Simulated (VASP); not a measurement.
Wanted: the native input for a VASP 6.6.1 run.

```
Task                   : relaxation of cell and atoms
Functional             : PBEsol
Potentials or basis    : VASP PAW PBE potentials, release 64 (C)
Cutoff                 : 600 eV
k mesh                 : 12 × 12 × 12
Occupations            : gaussian, width 0.02 eV
Spin                   : no spin polarisation
Dipole correction      : no
Further INCAR settings : ALGO = Normal; EDIFF = 1e-06; IBRION = 2; EDIFFG = -0.005; NSW = 100; ISIF = 3
```

The structure of C lies in POSCAR:

```
C
1.0
    0.0000000000      1.7834000000      1.7834000000
    1.7834000000      0.0000000000      1.7834000000
    1.7834000000      1.7834000000      0.0000000000
C
2
Direct
    0.5000000000      0.5000000000      0.5000000000
    0.7500000000      0.7500000000      0.7500000000
```

The input as run:

INCAR

```
PREC     = Accurate       # precision mode
ENCUT    = 600            # plane-wave cutoff, eV
EDIFF    = 1E-6           # SCF threshold, eV
ISMEAR   = 0              # smearing method
SIGMA    = 0.02           # smearing width, eV
LREAL    = False          # projectors in reciprocal space
LASPH    = True           # aspherical terms in the spheres
NELM     = 60             # most SCF steps
ALGO     = Normal         # electronic algorithm
ISIF     = 3              # what is computed and relaxed
LWAVE    = False          # write WAVECAR
LCHARG   = False          # write CHGCAR
GGA      = PS             # functional
IBRION   = 2              # ionic algorithm
NSW      = 100            # ionic steps
EDIFFG   = -0.005         # ionic threshold
```

KPOINTS

```
regular mesh
0
Gamma
  12 12 12
```

Potentials or basis: VASP PAW PBE potentials, release 64 (C).

Command:

```console
$ cat potpaw_PBE.64/C/POTCAR > POTCAR
$ mpirun -np 1 vasp_std > vasp.out
```

Results of the run:

```
Relaxed volume                         : 5.62 Å³/atom
Relaxed cell                           : a = 2.514 Å, b = 2.514 Å, c = 2.514 Å, α = 60.00°, β = 60.00°, γ = 60.00°
Space group after relaxing (to 0.05 Å) : Fd-3m (No. 227)
Energy gained by relaxing              : 0.8 meV/atom
Ionic steps                            : 3
Pressure after relaxing                : 0.0 GPa
Band gap on the k mesh                 : 4.06 eV, indirect (least direct gap 5.57 eV)
```

Caveat: the PAW data sets were made with another functional, which shifts forces and pressure a little.

Wall time 7.6 s on 1 thread of Intel(R) Xeon(R) Platinum 8488C (Sapphire Rapids), with other jobs on the host, peak memory 0.12 GiB.
